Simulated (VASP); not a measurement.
Here is a VASP 6.6.1 calculation.

The input INCAR:

```
PREC = Accurate
ENCUT = 520
EDIFF = 1E-8
ISMEAR = -1
SIGMA = 0.05
LREAL = F
LASPH = T
NELM = 80
ALGO = Normal
ISIF = 2
LWAVE = F
LCHARG = T
GGA = CA
IBRION = 8
NSW = 1
```

KPOINTS

```
regular mesh
0
Gamma
  7 7 7
```

The input POSCAR:

```
ZrB
1.0
    0.0000000000      2.3250000000      2.3250000000
    2.3250000000      0.0000000000      2.3250000000
    2.3250000000      2.3250000000      0.0000000000
Zr B
1 1
Direct
    0.0000000000      0.0000000000      0.0000000000
    0.5000000000      0.5000000000      0.5000000000
```

Potentials or basis: VASP PAW LDA potentials, release 64 (Zr_sv, B).

Command:

```console
$ cat potpaw_LDA.64/Zr_sv/POTCAR potpaw_LDA.64/B/POTCAR > POTCAR
$ mpirun -np 1 vasp_std > vasp.out
```

**Question.** Predict the highest phonon frequency at Γ, LO-TO splitting left out.

**Answer.** 506 cm⁻¹.

Phonon frequencies in cm⁻¹ (negative: imaginary):
```
              q point        frequencies
(0.000, 0.000, 0.000)  0 0 0 506 506 506
```

Caveat: the cell wasn't relaxed at this level first, which shifts response properties.
